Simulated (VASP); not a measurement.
Set up this calculation in VASP 6.6.1, as the native input.

```
Task                   : single point
Functional             : r2SCAN
Potentials or basis    : VASP PAW PBE potentials, release 64 (Ti_sv, Si)
Cutoff                 : 520 eV
k mesh                 : 5 × 5 × 5
Occupations            : methfessel-paxton, width 0.15 eV
Spin                   : no spin polarisation
Dipole correction      : no
Further INCAR settings : ALGO = Normal; EDIFF = 1e-07; NBANDS = 28
```

Crystal: Ti3Si.

```
Ti Si
1.0
     0.00000    3.14436    3.14436
     3.14436    0.00000    3.14436
     3.14436    3.14436    0.00000
Ti Si
3 1
Direct
  0.75000 0.75000 0.75000
  0.25000 0.25000 0.25000
  0.00000 0.00000 0.00000
  0.50000 0.50000 0.50000
```

These files were run (other wordings do the same):

POSCAR

```
Ti3Si
1.0
    0.0000000000      3.1443560000      3.1443560000
    3.1443560000      0.0000000000      3.1443560000
    3.1443560000      3.1443560000      0.0000000000
Ti Si
3 1
Direct
    0.7500000000      0.7500000000      0.7500000000
    0.2500000000      0.2500000000      0.2500000000
    0.0000000000      0.0000000000      0.0000000000
    0.5000000000      0.5000000000      0.5000000000
```

INCAR.step1

```
SYSTEM = Ti3Si
  ALGO = Normal
  EDIFF = 1E-4
  ENCUT = 520
  GGA = PE
  ISMEAR = 1
  LASPH = .True.
  LCHARG = .False.
  LREAL = .False.
  LWAVE = .True.
  NBANDS = 28
  NELM = 100
  PREC = Accurate
  SIGMA = 0.15
```

INCAR.step2

```
SYSTEM = Ti3Si
  ALGO = Normal
  EDIFF = 1E-7
  ENCUT = 520
  ISIF = 2
  ISMEAR = 1
  ISTART = 1
  LASPH = .True.
  LCHARG = .True.
  LELF = .True.
  LMIXTAU = .True.
  LREAL = .False.
  LVHAR = .True.
  LWAVE = .False.
  METAGGA = R2SCAN
  NBANDS = 28
  NELM = 100
  PREC = Accurate
  SIGMA = 0.15
```

KPOINTS

```
k-points
0
Gamma
  5 5 5
  0 0 0
```

Potentials or basis: VASP PAW PBE potentials, release 64 (Ti_sv, Si).

Run with:

```console
$ cat potpaw_PBE.64/Ti_sv/POTCAR potpaw_PBE.64/Si/POTCAR > POTCAR
$ cp INCAR.step1 INCAR
$ mpirun -np 1 vasp_std > vasp.out
$ cp INCAR.step2 INCAR
$ mpirun -np 1 vasp_std > vasp.out
```

It gave:

The pressure is -1.7 GPa and the band gap on the k mesh is zero (bands 20 and 21 overlap by 0.33 eV).

Caveat: the PAW data sets were made with another functional, which shifts forces and pressure a little.

Run time: 64 s on 1 thread of Intel(R) Xeon(R) 6975P-C (Granite Rapids), on a shared host, peak memory 0.21 GiB.
